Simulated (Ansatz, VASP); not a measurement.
# SnO2: VASP beside Ansatz

The input INCAR:

```
SYSTEM = SnO2
PREC     = Accurate       ! precision mode
ENCUT    = 520            ! plane-wave cutoff, eV
EDIFF    = 1E-7           ! SCF threshold, eV
ISMEAR   = 0              ! smearing method
SIGMA    = 0.05           ! smearing width, eV
LREAL    = .FALSE.        ! projectors in reciprocal space
LASPH    = .TRUE.         ! aspherical terms in the spheres
NELM     = 80             ! most SCF steps
ALGO     = Normal         ! electronic algorithm
ISIF     = 2              ! what is computed and relaxed
LWAVE    = .FALSE.        ! write WAVECAR
LCHARG   = .TRUE.         ! write CHGCAR
GGA      = PE             ! functional
LELF     = .TRUE.         ! ELF
LVHAR    = .TRUE.       
NBANDS   = 35             ! bands
```

KPOINTS

```
Automatic mesh
0
G
  6 6 10
  0 0 0
```

Contents of POSCAR:

```
SnO2
1.0
    4.8938461607      0.0000000000      0.0000000000
    0.0000000000      4.8938461607      0.0000000000
    0.0000000000      0.0000000000      3.1510583938
Sn O
2 4
Direct
    0.0000000000      0.0000000000      0.0000000000
    0.5000000000      0.5000000000      0.5000000000
    0.3066050867      0.3066050867      0.0000000000
    0.1933949133      0.8066050867      0.5000000000
    0.6933949133      0.6933949133      0.0000000000
    0.8066050867      0.1933949133      0.5000000000
```

Input for Ansatz:

```yaml
crystal:
  lattice:
    - [4.8938461607, 0.0, 0.0]
    - [0.0, 4.8938461607, 0.0]
    - [0.0, 0.0, 3.1510583938]
  atoms:
    - { symbol: Sn, position: [0.0, 0.0, 0.0] }
    - { symbol: Sn, position: [0.5, 0.5, 0.5] }
    - { symbol: O, position: [0.3066050867, 0.3066050867, 0.0] }
    - { symbol: O, position: [0.1933949133, 0.8066050867, 0.5] }
    - { symbol: O, position: [0.6933949133, 0.6933949133, 0.0] }
    - { symbol: O, position: [0.8066050867, 0.1933949133, 0.5] }
basis:
  ecutwfc: 420
kpoints:
  mp_grid: { grid: [6, 6, 10] }
hamiltonian:
  xc: pbe
scf:
  occupations: { method: gaussian, width: 0.05 }
output:
  forces: true
  stress: true
  eigenvalues: true
```

Alike in both runs: task single point; functional PBE; k mesh 6 × 6 × 10; occupations gaussian, width 0.05 eV; no spin polarisation.

|  | VASP | Ansatz |
| --- | --- | --- |
| version | VASP 6.6.1 | Ansatz 0.2.0 |
| potentials or method | VASP PAW PBE potentials, release 64 (Sn_d, O), cutoff 520 eV | scalar-relativistic, plane waves, PAW |
| valence electrons in the cell | 52 | 52 |

```tsv
	VASP	Ansatz	Ansatz less VASP
gap on the k mesh at the Fermi level (eV)	0.83	0.84	+0.012
least direct gap on the mesh (eV)	0.83	0.84	+0.012
pressure (GPa)	2.4	1.8	-0.61
traceless stress, the component that is largest in VASP (GPa)	5.99	5.74	-0.252
rms of the force components (eV/Å)	0.050	0.037	-0.0138
```

Atom by atom the forces differ by 0.014 eV/Å (rms over components).
